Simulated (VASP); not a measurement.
# Al31SbN32 (a cell with a defect) in VASP: single point with HSE06

Aim: the single point of Al31SbN32 (a cell with a defect) with HSE06.

Everything below comes from runs of VASP 6.6.1. Logs are shortened: lines on timing, memory, paths and dates and some standing lists are left out, and cuts for length are marked.

### 1 The cell of the first run

The cell holds a defect, 64 atoms: a = 8.755 Å, b = 8.755 Å, c = 8.755 Å, α = 90.00°, β = 90.00°, γ = 90.00°.

### 2 Single point, HSE06

Input file POSCAR:

```
Al31SbN32
1.0
    8.7554440000      0.0000000000      0.0000000000
    0.0000000000      8.7554440000      0.0000000000
    0.0000000000      0.0000000000      8.7554440000
Al Sb N
31 1 32
Direct
    0.0001860000      0.0006190000      0.0001270000
    0.9986040000      0.9990650000      0.5008820000
    0.9986800000      0.5014710000      0.9985330000
    0.0004860000      0.5012100000      0.5006380000
    0.5010440000      0.9991320000      0.9985230000
    0.5007610000      0.0009110000      0.5006530000
    0.5007710000      0.5012210000      0.0003730000
    0.2500720000      0.2505040000      0.0000740000
    0.2487900000      0.2492340000      0.5002080000
    0.2492860000      0.7525930000      0.0004300000
    0.2445190000      0.7609560000      0.5017150000
    0.7521560000      0.2497290000      0.0004330000
    0.7604850000      0.2449830000      0.5017260000
    0.7502510000      0.7506780000      0.9986560000
    0.7493600000      0.7498120000      0.4964810000
    0.2501310000      0.0004470000      0.2500140000
    0.2492500000      0.0010070000      0.7520790000
    0.2490300000      0.5008250000      0.2488270000
    0.2444640000      0.5022020000      0.7604960000
    0.7521520000      0.0010410000      0.2491570000
    0.7502460000      0.9991800000      0.7501360000
    0.7605510000      0.5022950000      0.2443600000
    0.7493740000      0.4971260000      0.7492260000
    0.0000090000      0.2505760000      0.2500330000
    0.0005810000      0.2497020000      0.7520790000
    0.0005970000      0.7525940000      0.2491650000
    0.9987220000      0.7506770000      0.7501350000
    0.5003460000      0.2494520000      0.2488130000
    0.5017760000      0.2449050000      0.7605040000
    0.5018440000      0.7610180000      0.2443340000
    0.4966860000      0.7498370000      0.7492270000
    0.4768970000      0.4774000000      0.4768910000
    0.1253800000      0.1258370000      0.1253620000
    0.1232220000      0.1236770000      0.6260270000
    0.1232950000      0.6266060000      0.1231370000
    0.1270630000      0.6266650000      0.6261460000
    0.6261590000      0.1237610000      0.1231450000
    0.6262330000      0.1274780000      0.6261750000
    0.6262400000      0.6266840000      0.1269800000
    0.6192880000      0.6197160000      0.6190370000
    0.3761750000      0.3766170000      0.1230270000
    0.3612990000      0.3617280000      0.6554250000
    0.3744490000      0.8795680000      0.1209580000
    0.3750840000      0.8780550000      0.6269570000
    0.8791020000      0.3749120000      0.1210010000
    0.8776140000      0.3755300000      0.6269570000
    0.8748950000      0.8753310000      0.1234430000
    0.8725900000      0.8730150000      0.6249170000
    0.3761840000      0.1236670000      0.3760550000
    0.3743960000      0.1216320000      0.8790240000
    0.3613850000      0.6562280000      0.3611040000
    0.3751350000      0.6274470000      0.8774310000
    0.8790570000      0.1216250000      0.3743450000
    0.8749000000      0.1239960000      0.8747910000
    0.8776040000      0.6274810000      0.3749740000
    0.8725970000      0.6254910000      0.8725150000
    0.1232220000      0.3766320000      0.3760510000
    0.1211970000      0.3748390000      0.8790190000
    0.1211370000      0.8795340000      0.3743520000
    0.1235200000      0.8753370000      0.8747830000
    0.6556590000      0.3618860000      0.3612030000
    0.6270090000      0.3755750000      0.8774350000
    0.6270350000      0.8780680000      0.3749620000
    0.6250630000      0.8730190000      0.8725100000
```

Input file INCAR.step1:

```
SYSTEM = Al31SbN32
PREC     = Accurate       ! precision mode
ENCUT    = 520            ! plane-wave cutoff, eV
EDIFF    = 1E-5           ! SCF threshold, eV
ISMEAR   = -1             ! smearing method
SIGMA    = 0.05           ! smearing width, eV
LREAL    = Auto         
LASPH    = .True.         ! aspherical terms in the spheres
NELM     = 120            ! most SCF steps
ALGO     = Normal         ! electronic algorithm
ISIF     = 2              ! what is computed and relaxed
LWAVE    = .True.         ! write WAVECAR
LCHARG   = .False.        ! write CHGCAR
GGA      = PE             ! functional
NBANDS   = 167            ! bands
GGA_COMPAT= .False.
```

Input file INCAR.step2:

```
SYSTEM = Al31SbN32
PREC     = Accurate       ! precision mode
ENCUT    = 520            ! plane-wave cutoff, eV
EDIFF    = 1E-6           ! SCF threshold, eV
ISMEAR   = -1             ! smearing method
SIGMA    = 0.05           ! smearing width, eV
LREAL    = Auto         
LASPH    = .True.         ! aspherical terms in the spheres
NELM     = 120            ! most SCF steps
ALGO     = Normal         ! electronic algorithm
ISIF     = 2              ! what is computed and relaxed
LWAVE    = .False.        ! write WAVECAR
LCHARG   = .False.        ! write CHGCAR
GGA      = PE             ! functional
LHFCALC  = .True.         ! exact exchange
HFSCREEN = 0.2079         ! screening, 1/A
PRECFOCK = Fast         
ISTART   = 1            
NBANDS   = 167            ! bands
GGA_COMPAT= .False.
```

Input file KPOINTS:

```
regular mesh
0
Gamma
  1 1 1
  0 0 0
```

Potentials or basis: VASP PAW PBE potentials, release 64 (Al, Sb, N).

On the command line:

```console
$ cat potpaw_PBE.64/Al/POTCAR potpaw_PBE.64/Sb/POTCAR potpaw_PBE.64/N/POTCAR > POTCAR
$ cp INCAR.step1 INCAR
$ mpirun -np 1 vasp_gam > vasp.out
$ cp INCAR.step2 INCAR
$ mpirun -np 1 vasp_gam > vasp.out
```

OUTCAR:

```text
SYSTEM = Al31SbN32
   PREC = Accurate
   ENCUT = 520
   EDIFF = 1E-6
   ISMEAR = -1
   LREAL = Auto
   LASPH = .True.
   NELM = 120
   ISIF = 2
   GGA = PE
   LHFCALC = .True.
   HFSCREEN = 0.2079
   PRECFOCK = Fast
   ISTART = 1

 ion  position               nearest neighbor table
   1  0.000  0.001  0.000-  47 1.89  60 1.89  54 1.89  33 1.90  26 3.08  20 3.08  17 3.08  10 3.08
                            25 3.08  12 3.08   8 3.09  16 3.09  24 3.09  14 3.09  21 3.10  27 3.10
   2  0.999  0.999  0.501-  59 1.86  53 1.86  34 1.89  48 1.90  11 3.00  13 3.00  21 3.08  27 3.08
                            20 3.08  26 3.08  15 3.09   9 3.10  25 3.11  17 3.11  24 3.11  16 3.11
   3  0.999  0.501  0.999-  45 1.86  58 1.86  35 1.89  56 1.90  19 3.00  22 3.00  27 3.08  14 3.08
                            25 3.08  12 3.08  23 3.09  18 3.10  10 3.11  26 3.11   8 3.11  24 3.11
   4  0.000  0.501  0.501-  57 1.88  55 1.89  46 1.90  36 1.91  22 3.07  13 3.07  27 3.09  23 3.09
                            15 3.09   9 3.10  18 3.10  24 3.10  26 3.11  25 3.11  11 3.12  19 3.12
   5  0.501  0.999  0.999-  43 1.86  50 1.86  37 1.89  64 1.90  29 3.00  30 3.00  21 3.08  14 3.08
                            17 3.08  10 3.09  31 3.09  28 3.10  12 3.11  20 3.11   8 3.11  16 3.11
   6  0.501  0.001  0.501-  49 1.88  63 1.89  44 1.89  38 1.91  11 3.07  30 3.07  21 3.09  31 3.09
                            15 3.09   9 3.10  28 3.10  16 3.10  20 3.11  17 3.11  13 3.12  29 3.12
   7  0.501  0.501  0.000-  41 1.88  52 1.89  62 1.89  39 1.91  19 3.07  29 3.07  14 3.09  23 3.09
                            31 3.09  18 3.10  28 3.10   8 3.10  10 3.11  12 3.11  30 3.12  22 3.12
   8  0.250  0.251  0.000-  50 1.89  58 1.89  33 1.89  41 1.90  29 3.04  19 3.04  25 3.08  17 3.08
                            28 3.09  18 3.09   1 3.09  16 3.10  24 3.10   7 3.10   5 3.11   3 3.11
   9  0.249  0.249  0.500-  34 1.91  49 1.91  57 1.91  42 1.95  32 2.83  24 3.09  16 3.09  25 3.10
[... 77 lines left out ...]
  63  0.627  0.878  0.375-  15 1.88  30 1.89  20 1.89   6 1.89
  64  0.625  0.873  0.873-  14 1.89  21 1.89  31 1.90   5 1.90

  LATTYP: Found a simple cubic cell.
 ALAT       =     8.7554440000

  Lattice vectors:

 A1 = (   8.7554440000,   0.0000000000,   0.0000000000)
 A2 = (   0.0000000000,   8.7554440000,   0.0000000000)
 A3 = (   0.0000000000,   0.0000000000,   8.7554440000)

Analysis of symmetry for initial positions (statically):
=====================================================================
 Subroutine PRICEL returns:
 Original cell was already a primitive cell.

 Routine SETGRP: Setting up the symmetry group for a
 simple cubic supercell.

 Subroutine GETGRP returns: Found  1 space group operations
 (whereof  1 operations were pure point group operations)
 out of a pool of 48 trial point group operations.

[... 233 lines left out ...]
     AMIX     =   0.40;   BMIX     =  1.00
     AMIX_MAG =   1.60;   BMIX_MAG =  1.00
  volume/ion in A,a.u.               =      10.49        70.77
  Fermi-wavevector in a.u.,A,eV,Ry     =   1.190337  2.249411 19.278121  1.416902
  Thomas-Fermi vector in A             =   2.326424
   LORBIT       =      0    0 simple, 1 ext, 2 COOP (PROOUT), +10 PAW based schemes
   GGA     = PE    functional components
   LHFCALC =     T    Hartree Fock is set to
   PRECFOCK=fast      Normal, Fast or Accurate (Low or Medium for compatibility)
   ENCUT4O =  -1.0   cutoff for four orbital integrals eV
   NKREDX  =     1    reduce k-point grid by
   NKREDY  =     1    reduce k-point grid by
   NKREDZ  =     1    reduce k-point grid by
   AEXX    =    0.2500 exact exchange contribution
   HFSCREEN=    0.2079 screening length (either q_TF or 0.3 A-1)
   HFSCREENC=   0.2079 screening length for correlation (either q_TF or 0.3 A-1)
   ENCUTFOCK=  -1.0 apply spherical cutoff to Coloumb kernel
   IVDW    =     0    specifies the selected vdW correction
   LEPSILON=     F    determine dielectric tensor
   LRPA    =     F    only Hartree local field effects (RPA)
 non-spin polarized calculation
  energy-cutoff  :      520.00
  volume of cell :      671.17
 maximum number of plane-waves:      9019
 NGX is ok and might be reduce to    70
  NGX = 36; NGY = 36; NGZ = 36

 number of electron     257.9999991 magnetization

 Free energy of the ion-electron system (eV)
  ---------------------------------------------------
  ext. energy  EPLUGINS =         0.00000000
  ---------------------------------------------------
  free energy    TOTEN  =      -550.58143231 eV

  energy without entropy =     -550.58143228  energy(sigma->0) =     -550.58143230

 E-fermi :   8.6890     XC(G=0):  -9.0441

 val. band max:        7.7413392377   @ k =   0.0000   0.0000   0.0000
 cond. band min:       9.6718176676   @ k =   0.0000   0.0000   0.0000
 fundamental gap:      1.9304784300
 Fermi energy:         8.6889607964

 k-point     1 :       0.0000    0.0000    0.0000
  band No.  band energies     occupation
      1     -11.4335      2.00000
      2     -10.4186      2.00000
      3     -10.2102      2.00000
      4     -10.2096      2.00000
      5     -10.1027      2.00000
      6     -10.0606      2.00000
[... 133 lines left out ...]
    140      12.5904      0.00000
    141      12.6227      0.00000
 [bands above 141 left out]

------------------------ aborting loop because EDIFF is reached ----------------------------------------

  FORCE on cell =-STRESS in cart. coord.  units (eV):
  Direction    XX          YY          ZZ          XY          YZ          ZX
  --------------------------------------------------------------------------------------
  -------------------------------------------------------------------------------------
  Total        2.4488018      2.4581645      2.4581307     -4.9217244     -5.0003763     -5.0099291
  in kB        5.8456080      5.8679581      5.8678774    -11.7487957    -11.9365478    -11.9593517
  external PRESSURE =       5.8604811 kB  Pullay stress =       0.0000000 kB

 VOLUME and BASIS-vectors are now :
 -----------------------------------------------------------------------------
  energy-cutoff  :      520.00
  volume of cell :      671.17
      direct lattice vectors                 reciprocal lattice vectors
     8.755444000  0.000000000  0.000000000     0.114214653  0.000000000  0.000000000
     0.000000000  8.755444000  0.000000000     0.000000000  0.114214653  0.000000000
     0.000000000  0.000000000  8.755444000     0.000000000  0.000000000  0.114214653

 POSITION                                       TOTAL-FORCE (eV/Angst)
 -----------------------------------------------------------------------------------
      0.00163      0.00542      0.00111        -0.024276     -0.022314     -0.027853
      8.74322      8.74726      4.38544        -0.020988     -0.019080     -0.040367
      8.74389      4.39060      8.74260        -0.023915     -0.044059     -0.021128
      0.00426      4.38832      4.38331        -0.067456     -0.053794     -0.050220
      4.38686      8.74784      8.74251        -0.045888     -0.022660     -0.020949
      4.38438      0.00798      4.38344        -0.053057     -0.064131     -0.052738
[... 56 lines left out ...]
      5.48997      7.68788      3.28296        -0.011627     -0.062142     -0.003213
      5.47270      7.64367      7.63921        -0.008283     -0.045469     -0.051980
 -----------------------------------------------------------------------------------
    total drift:                                0.000772      0.020176      0.000533

  FREE ENERGIE OF THE ION-ELECTRON SYSTEM (eV)
  ---------------------------------------------------
  free  energy   TOTEN  =      -550.5814323077 eV

  energy  without entropy=     -550.5814322838  energy(sigma->0) =     -550.58143230
```

Run time: 36 min. Hardware: 1 thread of AMD EPYC 7R43 (Zen 3), shared host; peak memory 0.82 GiB.

What came out:

| Quantity | Value |
| --- | --- |
| Free energy | -550.5814 eV |
| Pressure | 0.6 GPa |
| Largest force | 0.702 eV/Å |
| Band gap on the k mesh | 1.93 eV |

Forces in eV/Å, atoms in the order of the input:
```
Al  -0.024 -0.022 -0.028
Al  -0.021 -0.019 -0.040
Al  -0.024 -0.044 -0.021
Al  -0.067 -0.054 -0.050
Al  -0.046 -0.023 -0.021
Al  -0.053 -0.064 -0.053
Al  -0.050 -0.053 -0.072
Al   0.046  0.048 -0.055
Al  -0.047 -0.046 -0.062
Al   0.052  0.085 -0.038
Al   0.018  0.189  0.013
Al   0.085  0.054 -0.036
Al   0.188  0.018  0.015
Al   0.078  0.078 -0.034
Al   0.151  0.153 -0.084
Al   0.045 -0.040  0.044
Al   0.050 -0.034  0.082
Al  -0.069 -0.063 -0.062
Al   0.030  0.016  0.170
Al   0.084 -0.036  0.049
Al   0.080 -0.035  0.078
Al   0.186  0.016  0.020
Al   0.150 -0.087  0.153
Al  -0.042  0.046  0.041
Al  -0.037  0.050  0.082
Al  -0.037  0.083  0.049
Al  -0.031  0.079  0.077
Al  -0.061 -0.065 -0.059
Al   0.015  0.028  0.170
Al   0.019  0.191  0.016
Al  -0.087  0.145  0.151
Sb   0.029  0.029  0.008
N   -0.005 -0.007 -0.003
N   -0.008 -0.010 -0.053
N   -0.005 -0.059 -0.004
N    0.026 -0.040 -0.039
N   -0.058 -0.008 -0.006
N   -0.042  0.028 -0.043
N   -0.038 -0.038  0.017
N   -0.264 -0.258 -0.246
N    0.025  0.026 -0.009
N    0.385  0.383 -0.411
N    0.015 -0.068 -0.048
N   -0.001 -0.063 -0.016
N   -0.068  0.012 -0.050
N   -0.063  0.000 -0.016
N   -0.031 -0.030 -0.032
N   -0.052 -0.049 -0.007
N    0.023 -0.021  0.022
N    0.015 -0.060 -0.065
N    0.373 -0.437  0.405
N   -0.006 -0.008 -0.058
N   -0.065 -0.054  0.016
N   -0.030 -0.040 -0.028
N   -0.059 -0.011 -0.005
N   -0.049 -0.009 -0.054
N   -0.020  0.024  0.022
N   -0.061  0.014 -0.063
N   -0.050 -0.067  0.013
N   -0.035 -0.031 -0.028
N   -0.430  0.370  0.396
N   -0.009 -0.005 -0.058
N   -0.012 -0.062 -0.003
N   -0.008 -0.045 -0.052
```

Levels at points of the mesh, in eV from the valence-band top:
```tsv
k point	band 127	band 128	band 129	band 130	band 131	band 132
(0.00, 0.00, 0.00)	-2.57	-2.57	0.00	1.93	1.93	2.09
```

Caveat: the k points lie up to 0.72 Å⁻¹ apart; the PAW data sets were made with another functional, which shifts forces and pressure a little; spin-orbit coupling is left out, which moves the levels of the heavy elements.
